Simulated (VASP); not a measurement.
# B3N (I4/mmm) in VASP: a series of runs

Runs on B3N. Level: PBE. Tasks: single point.

All numbers are computed with VASP 6.6.1; they aren't measurements. Logs are shortened: lines on timing, memory, paths and dates and some standing lists are left out, and cuts for length are marked.

### 1 The cell of the first run

It takes space group I4/mmm (No. 139, tetragonal). The conventional cell has a = 2.877 Å, b = 2.877 Å, c = 6.426 Å, α = 90.00°, β = 90.00°, γ = 90.00°. B (site symmetry 4/mmm) has 4 N at 2.03 Å and 8 B at 2.16 Å within 2.7 Å. B (site symmetry -4m2) has 8 B at 2.03 to 2.16 Å and 4 N at 2.16 Å within 2.7 Å. Within 2.7 Å of N (site symmetry 4/mmm) lie 12 B at 2.03 to 2.16 Å.

### 2 Single point, PBE

File INCAR:

```
  PREC = Accurate
  ENCUT = 520
  EDIFF = 1E-7
  ISMEAR = 0
  SIGMA = 0.1
  LREAL = F
  LASPH = T
  NELM = 60
  ALGO = Normal
  ISIF = 2
  LWAVE = F
  LCHARG = F
  GGA = PE
  NBANDS = 15
```

File KPOINTS:

```
regular mesh
0
Gamma
  8 8 8
```

File POSCAR:

```
B3N
1.0
   -1.4383264989      1.4383264989      3.2128851665
    1.4383264989     -1.4383264989      3.2128851665
    1.4383264989      1.4383264989     -3.2128851665
B N
3 1
Direct
    0.5000000000      0.5000000000      0.0000000000
    0.2500000000      0.7500000000      0.5000000000
    0.7500000000      0.2500000000      0.5000000000
    0.0000000000      0.0000000000      0.0000000000
```

Potentials or basis: VASP PAW PBE potentials, release 64 (B, N).

Started as:

```console
cat potpaw_PBE.64/B/POTCAR potpaw_PBE.64/N/POTCAR > POTCAR
mpirun -np 1 vasp_std > vasp.out
```

OUTCAR:

```text
PREC = Accurate
   ENCUT = 520
   EDIFF = 1E-7
   ISMEAR = 0
   LREAL = F
   LASPH = T
   NELM = 60
   ISIF = 2
   GGA = PE

 ion  position               nearest neighbor table
   1  0.500  0.500  0.000-   2 2.16   3 2.16   2 2.16   3 2.16   2 2.16   3 2.16   2 2.16   3 2.16

   2  0.250  0.750  0.500-   3 2.03   3 2.03   3 2.03   3 2.03   1 2.16   1 2.16   1 2.16   1 2.16

   3  0.750  0.250  0.500-   2 2.03   2 2.03   2 2.03   2 2.03   1 2.16   1 2.16   1 2.16   1 2.16

   4  0.000  0.000  0.000-

  LATTYP: Found a body centered tetragonal cell.
 ALAT       =     2.8766529978
 C/A-ratio  =     2.2337662339

  Lattice vectors:

 A1 = (  -1.4383264989,   1.4383264989,   3.2128851665)
 A2 = (   1.4383264989,  -1.4383264989,   3.2128851665)
 A3 = (   1.4383264989,   1.4383264989,  -3.2128851665)

Analysis of symmetry for initial positions (statically):
=====================================================================
 Subroutine PRICEL returns:
 Original cell was already a primitive cell.

 Routine SETGRP: Setting up the symmetry group for a
 body centered tetragonal supercell.

 Subroutine GETGRP returns: Found 16 space group operations
 (whereof 16 operations were pure point group operations)
 out of a pool of 16 trial point group operations.

The static configuration has the point symmetry D_4h.

Analysis of symmetry for dynamics (positions and initial velocities):
=====================================================================
 Subroutine PRICEL returns:
 Original cell was already a primitive cell.

 Routine SETGRP: Setting up the symmetry group for a
 body centered tetragonal supercell.

 Subroutine GETGRP returns: Found 16 space group operations
 (whereof 16 operations were pure point group operations)
 out of a pool of 16 trial point group operations.

The dynamic configuration has the point symmetry D_4h.

 Subroutine INISYM returns: Found 16 space group operations
 (whereof 16 operations are pure point group operations),
 and found     1 'primitive' translations

----------------------------------------------------------------------------------------

                                     Primitive cell

  volume of cell :      26.5871

  direct lattice vectors                    reciprocal lattice vectors
    -1.438326499  1.438326499  3.212885167     0.000000000  0.347626217  0.155623365
     1.438326499 -1.438326499  3.212885167     0.347626217  0.000000000  0.155623365
     1.438326499  1.438326499 -3.212885167     0.347626217  0.347626217  0.000000000

  length of vectors
     3.802656615  3.802656615  3.802656615     0.380870869  0.380870869  0.491617711

  position of ions in fractional coordinates (direct lattice)
     0.500000000  0.500000000  0.000000000
     0.250000000  0.750000000  0.500000000
     0.750000000  0.250000000  0.500000000
     0.000000000  0.000000000  0.000000000

  ion indices of the primitive-cell ions
   primitive index   ion index
                 1           1
                 2           2
                 3           3
                 4           4

----------------------------------------------------------------------------------------

 KPOINTS: regular mesh

Automatic generation of k-mesh.
 Grid dimensions read from file:
 generate k-points for:    8    8    8

 Generating k-lattice:

  Cartesian coordinates                     Fractional coordinates (reciprocal lattice)
     0.000000000  0.043453277  0.019452921     0.125000000  0.000000000  0.000000000
     0.043453277  0.000000000  0.019452921     0.000000000  0.125000000  0.000000000
     0.043453277  0.043453277  0.000000000     0.000000000  0.000000000  0.125000000

  Length of vectors
     0.047608859  0.047608859  0.061452214

  Shift w.r.t. Gamma in fractional coordinates (k-lattice)
     0.000000000  0.000000000  0.000000000

 Subroutine IBZKPT returns following result:
 ===========================================

 Found     59 irreducible k-points:

 Following reciprocal coordinates:
            Coordinates               Weight
  0.000000  0.000000  0.000000      1.000000
  0.125000  0.000000 -0.000000      8.000000
  0.250000  0.000000 -0.000000      8.000000
  0.375000  0.000000 -0.000000      8.000000
  0.500000  0.000000 -0.000000      4.000000
  0.125000  0.125000 -0.000000      8.000000
[... 16 lines left out ...]
  0.250000  0.125000  0.125000     16.000000
  0.375000  0.125000  0.125000      8.000000
 [... further k-points ...]
   k-points           NKPTS =     59   k-points in BZ     NKDIM =     59   number of bands    NBANDS=     15
   number of dos      NEDOS =    301   number of ions     NIONS =      4
   total plane-waves  NPLWV =  21952
   dimension x,y,z NGX =    28 NGY =   28 NGZ =   28
   dimension x,y,z NGXF=    56 NGYF=   56 NGZF=   56
   ions per type =               3   1
   NGX,Y,Z   is equivalent  to a cutoff of  12.24, 12.24, 12.24 a.u.
   NGXF,Y,Z  is equivalent  to a cutoff of  24.48, 24.48, 24.48 a.u.
 SYSTEM =  unknown system
   PREC   = accura    normal or accurate (medium, high low for compatibility)
   ISTART =      0    job   : 0-new  1-cont  2-samecut
   ICHARG =      2    charge: 1-file 2-atom 10-const
   ISPIN  =      1    spin polarized calculation?
   LNONCOLLINEAR =      F non collinear calculations
   LSORBIT =      F    spin-orbit coupling
   LASPH  =      T    aspherical Exc in radial PAW
   ENCUT  =  520.0 eV  38.22 Ry    6.18 a.u.   7.07  7.07  7.07*2*pi/ulx,y,z
   NELM   =     60;   NELMIN=  2; NELMDL= -5     # of ELM steps
   EDIFF  = 0.1E-06   stopping-criterion for ELM
   LREAL  =      F    real-space projection
   EDIFFG = 0.1E-05   stopping-criterion for IOM
   NSW    =      0    number of steps for IOM
   IBRION =     -1    ionic relax: 0-MD 1-quasi-New 2-CG
   NFREE  =      0    steps in history (QN), initial steepest desc. (CG)
   ISIF   =      2    stress and relaxation
   ISYM   =      2    0-nonsym 1-usesym 2-fastsym
   POTIM  = 0.5000    time-step for ionic-motion
   TEBEG  =    0.0;   TEEND  =   0.0 temperature during run
   PSTRESS=    0.0 pullay stress
   NELECT =      14.0000    total number of electrons
   NUPDOWN=      -1.0000    fix difference up-down
   EMIN   =  10.00;   EMAX   =-10.00  energy-range for DOS
   EFERMI =   0.00;   METHOD = LEGACY
   ISMEAR =     0;   SIGMA  =   0.10  broadening in eV -4-tet -1-fermi 0-gaus
   EFERMI_NEDOS =   21; number of points for ismear=-14 and -15
   IALGO  =     38    algorithm
   IMIX   =      4    mixing-type and parameters
     AMIX     =   0.40;   BMIX     =  1.00
     AMIX_MAG =   1.60;   BMIX_MAG =  1.00
  volume/ion in A,a.u.               =       6.65        44.85
  Fermi-wavevector in a.u.,A,eV,Ry     =   1.321988  2.498195 23.778247  1.747652
  Thomas-Fermi vector in A             =   2.451702
   LORBIT       =      0    0 simple, 1 ext, 2 COOP (PROOUT), +10 PAW based schemes
   GGA     = PE    functional components
   LHFCALC =     F    Hartree Fock is set to
   AEXX    =    0.0000 exact exchange contribution
   IVDW    =     0    specifies the selected vdW correction
   LEPSILON=     F    determine dielectric tensor
   LRPA    =     F    only Hartree local field effects (RPA)
 non-spin polarized calculation
 Gauss-broadening in eV      SIGMA  =   0.10
  energy-cutoff  :      520.00
  volume of cell :       26.59
 maximum number of plane-waves:       732
   NGX = 15   NGY = 15   NGZ = 15

 number of electron      14.0000000 magnetization

 Free energy of the ion-electron system (eV)
  ---------------------------------------------------
  ext. energy  EPLUGINS =         0.00000000
  ---------------------------------------------------
  free energy    TOTEN  =       -19.52406028 eV

  energy without entropy =      -19.51449416  energy(sigma->0) =      -19.51927722

 E-fermi :   8.9294     XC(G=0): -12.6974

 val. band max:        8.9136496719   @ k =  -0.2500  -0.3750   0.1250
 cond. band min:       8.9345406128   @ k =  -0.3750   0.1250   0.0000
 fundamental gap:      0.0208909409
 Fermi energy:         8.9293925533

 k-point     1 :       0.0000    0.0000    0.0000
  band No.  band energies     occupation
      1     -11.0341      2.00000
      2       0.4640      2.00000
      3       0.7536      2.00000
      4       4.0383      2.00000
      5       4.0383      2.00000
      6       6.9214      2.00000
      7       6.9214      2.00000
      8       8.3853      2.00000
      9       8.8203      1.87724
     10      10.9357      0.00000
     11      13.4301      0.00000
     12      14.3617      0.00000
     13      14.3617      0.00000
     14      19.7649      0.00000
     15      21.4615      0.00000

 k-point     2 :       0.1250    0.0000   -0.0000
  band No.  band energies     occupation
      1     -10.7952      2.00000
      2      -0.4692      2.00000
      3       1.3002      2.00000
      4       3.4874      2.00000
      5       4.1034      2.00000
      6       5.1654      2.00000
      7       7.3631      2.00000
      8       9.0750      0.03946
      9      10.1632      0.00000
     10      11.6469      0.00000
     11      13.5058      0.00000
     12      14.0010      0.00000
     13      14.3981      0.00000
     14      19.5477      0.00000
     15      20.5416      0.00000

 k-point     3 :       0.2500    0.0000   -0.0000
  band No.  band energies     occupation
      1     -10.1066      2.00000
      2      -1.7655      2.00000
      3       0.4327      2.00000
      4       2.6764      2.00000
      5       4.3849      2.00000
      6       4.9406      2.00000
      7       8.4770      2.00000
      8       9.5132      0.00000
      9      11.6364      0.00000
     10      11.7945      0.00000
     11      12.2784      0.00000
     12      14.7466      0.00000
     13      15.4444      0.00000
     14      18.5542      0.00000
     15      19.0205      0.00000
[... 343 lines left out ...]
 k-point    23 :       0.2500    0.1250    0.1250
  band No.  band energies     occupation
      1      -8.3816      2.00000
      2      -2.7833      2.00000
      3       0.2491      2.00000
      4       1.3333      2.00000
      5       1.6733      2.00000
      6       5.3149      2.00000
      7       6.6357      2.00000
      8       9.2765      0.00000
      9      11.2043      0.00000
     10      12.8920      0.00000
     11      13.9259      0.00000
     12      15.0685      0.00000
     13      17.6091      0.00000
     14      17.9214      0.00000
     15      18.8665      0.00000

 k-point    24 :       0.3750    0.1250    0.1250
  band No.  band energies     occupation
      1      -7.7826      2.00000
      2      -3.6743      2.00000
      3       0.7011      2.00000
      4       0.8451      2.00000
      5       1.4313      2.00000
      6       4.7343      2.00000
      7       8.5798      2.00000
      8       8.6781      1.99962
      9      11.1986      0.00000
     10      12.0196      0.00000
     11      14.0835      0.00000
     12      14.9215      0.00000
     13      17.2854      0.00000
     14      17.8078      0.00000
     15      19.9742      0.00000

 [... further k-points ...]
[... 5 lines left out ...]
  --------------------------------------------------------------------------------------
  -------------------------------------------------------------------------------------
  Total       -1.3891480     -1.3891480      1.0912544      0.0000000     -0.0000000      0.0000000
  in kB      -83.7122360    -83.7122360     65.7606987      0.0000000     -0.0000000      0.0000000
  external PRESSURE =     -33.8879244 kB  Pullay stress =       0.0000000 kB

 VOLUME and BASIS-vectors are now :
 -----------------------------------------------------------------------------
  energy-cutoff  :      520.00
  volume of cell :       26.59
      direct lattice vectors                 reciprocal lattice vectors
    -1.438326499  1.438326499  3.212885167     0.000000000  0.347626217  0.155623365
     1.438326499 -1.438326499  3.212885167     0.347626217  0.000000000  0.155623365
     1.438326499  1.438326499 -3.212885167     0.347626217  0.347626217  0.000000000

 POSITION                                       TOTAL-FORCE (eV/Angst)
 -----------------------------------------------------------------------------------
      0.00000      0.00000      3.21289         0.000000      0.000000     -0.000000
      1.43833      0.00000      1.60644        -0.000000     -0.000000     -0.000000
      0.00000      1.43833      1.60644         0.000000      0.000000      0.000000
      0.00000      0.00000      0.00000         0.000000      0.000000     -0.000000
 -----------------------------------------------------------------------------------
    total drift:                               -0.000000     -0.000000     -0.000000

  FREE ENERGIE OF THE ION-ELECTRON SYSTEM (eV)
  ---------------------------------------------------
  free  energy   TOTEN  =       -19.5240602784 eV

  energy  without entropy=      -19.5144941575  energy(sigma->0) =      -19.51927722
```

It used 70 s of CPU time on 1 thread of AMD EPYC 7R13 Processor (Zen 3), with other jobs on the host.

What came out:

- Free energy: -19.5241 eV
- Pressure: -3.4 GPa
- Band gap on the k mesh: zero (band 7 reaches 10.40 eV, above the bottom of band 8 at 5.89 eV)

Caveat: the k points lie up to 0.39 Å⁻¹ apart.

### 3 Single point, PBE, collinear spin, ferromagnetic start

File INCAR:

```
SYSTEM = B3N
ALGO = Normal
EDIFF = 1E-6
ENCUT = 520
GGA = PE
ISIF = 2
ISMEAR = 0
ISPIN = 2
LASPH = .TRUE.
LCHARG = .TRUE.
LELF = .TRUE.
LORBIT = 11
LREAL = .FALSE.
LVHAR = .TRUE.
LWAVE = .FALSE.
MAGMOM = 0 0 0 1
NBANDS = 19
NELM = 150
PREC = Accurate
SIGMA = 0.1
```

File KPOINTS:

```
k-points
0
G
  8 8 8
  0 0 0
```

POSCAR is that of step 2.

Potentials or basis: VASP PAW PBE potentials, release 64 (B, N).

Started as:

```console
cat potpaw_PBE.64/B/POTCAR potpaw_PBE.64/N/POTCAR > POTCAR
mpirun -np 1 vasp_std > vasp.out
```

It used 150 s of CPU time on 1 thread of AMD EPYC 7R13 Processor (Zen 3), with other jobs on the host.

It converged, with:

| Item | Value |
| --- | --- |
| Free energy | -19.5241 eV |
| Pressure | -3.4 GPa |
| Band gap on the k mesh | zero (filled and empty bands overlap) |
| Net moment | 0.00 μB per cell |
| Valence electrons inside the program's atomic spheres | B 1.53, 1.62; N 3.52 |

Stress tensor (GPa, compression positive):
```
-8.37  0.00  0.00
 0.00 -8.37  0.00
 0.00  0.00  6.58
```

Levels at points of the mesh, in eV from the Fermi level:
Spin up:
```
           k point  band 4  band 5  band 6  band 7  band 8  band 9  band 10  band 11
(0.00, 0.00, 0.00)   -4.89   -4.89   -2.01   -2.01   -0.54   -0.11     2.01     4.50
(0.50, 0.00, 0.00)   -8.36   -3.66   -1.18   -0.38    0.21    3.00     3.47     4.21
(0.50, 0.50, 0.00)   -9.08   -8.38   -5.02   -2.02    0.60    0.97     1.06     5.79
(0.50, 0.50, 0.50)   -6.69   -4.67    0.52    1.47    1.60    1.60     5.95     6.95
```
Spin down:
```tsv
k point	band 3	band 4	band 5	band 6	band 7	band 8	band 9	band 10	band 11	band 12
(0.00, 0.00, 0.00)	-8.18	-4.89	-4.89	-2.01	-2.01	-0.54	-0.11	2.01	4.50	5.43
(0.50, 0.00, 0.00)	-8.75	-8.36	-3.66	-1.18	-0.37	0.21	3.00	3.47	4.21	5.55
(0.50, 0.50, 0.00)	-9.77	-9.08	-8.38	-5.02	-2.02	0.60	0.97	1.06	5.79	7.22
(0.50, 0.50, 0.50)	-6.69	-6.69	-4.67	0.52	1.47	1.60	1.60	5.95	6.95	7.22
```

Caveat: the k points lie up to 0.39 Å⁻¹ apart.
